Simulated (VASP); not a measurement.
Wanted: the native input for a VASP 6.6.1 run.

| Property | Result |
| --- | --- |
| Task | single point |
| Functional | r2SCAN |
| Potentials or basis | VASP PAW PBE potentials, release 64 (P) |
| Cutoff | 520 eV |
| k mesh | 8 × 1 × 6 |
| Occupations | gaussian, width 0.05 eV |
| Spin | no spin polarisation |
| Dipole correction | no |
| Further INCAR settings | ALGO = Normal; EDIFF = 1e-06; NBANDS = 18 |

The system is P, a slab with vacuum.

```
P
1.0
     3.29049    0.00000    0.00000
     0.00000   34.85860    0.00000
     0.00000    0.00000    4.63613
P
4
Cartesian
  0.0000 33.8173 2.7422
  0.0000 1.0413 1.8939
  1.6452 1.0413 0.4241
  1.6452 33.8173 4.2120
```

One way to write it, as run:

POSCAR

```
P
1.0
    3.2904850401      0.0000000000      0.0000000000
    0.0000000000     34.8586007868      0.0000000000
    0.0000000000      0.0000000000      4.6361280531
P
4
Direct
    0.0000000000      0.9701265430      0.5914832098
    0.0000000000      0.0298734570      0.4085167902
    0.5000000000      0.0298734570      0.0914832098
    0.5000000000      0.9701265430      0.9085167902
```

INCAR.step1

```
ALGO = Normal ; EDIFF = 1E-4
ENCUT = 520 ; GGA = PE
ISMEAR = 0 ; LASPH = True
LCHARG = False ; LREAL = False
LWAVE = True ; NBANDS = 18
NELM = 80 ; PREC = Accurate
SIGMA = 0.05
```

INCAR.step2

```
ALGO = Normal ; EDIFF = 1E-6
ENCUT = 520 ; ISIF = 2
ISMEAR = 0 ; ISTART = 1
LASPH = True ; LCHARG = True
LELF = True ; LMIXTAU = True
LREAL = False ; LVHAR = True
LWAVE = False ; METAGGA = R2SCAN
NBANDS = 18 ; NELM = 80
PREC = Accurate ; SIGMA = 0.05
```

KPOINTS

```
k-points
0
Gamma
  8 1 6
```

Potentials or basis: VASP PAW PBE potentials, release 64 (P).

Command:

```console
$ cat potpaw_PBE.64/P/POTCAR > POTCAR
$ cp INCAR.step1 INCAR
$ mpirun -np 1 vasp_std > vasp.out
$ cp INCAR.step2 INCAR
$ mpirun -np 1 vasp_std > vasp.out
```

It gave:

| Item | Value |
| --- | --- |
| Largest force | 0.099 eV/Å |
| Band gap on the k mesh | 1.12 eV, direct |

Caveat: the PAW data sets were made with another functional, which shifts forces and pressure a little.

Wall time 35 min on 1 thread of Oxide Virtual Turin-like Processor (shared host), peak memory 0.61 GiB.
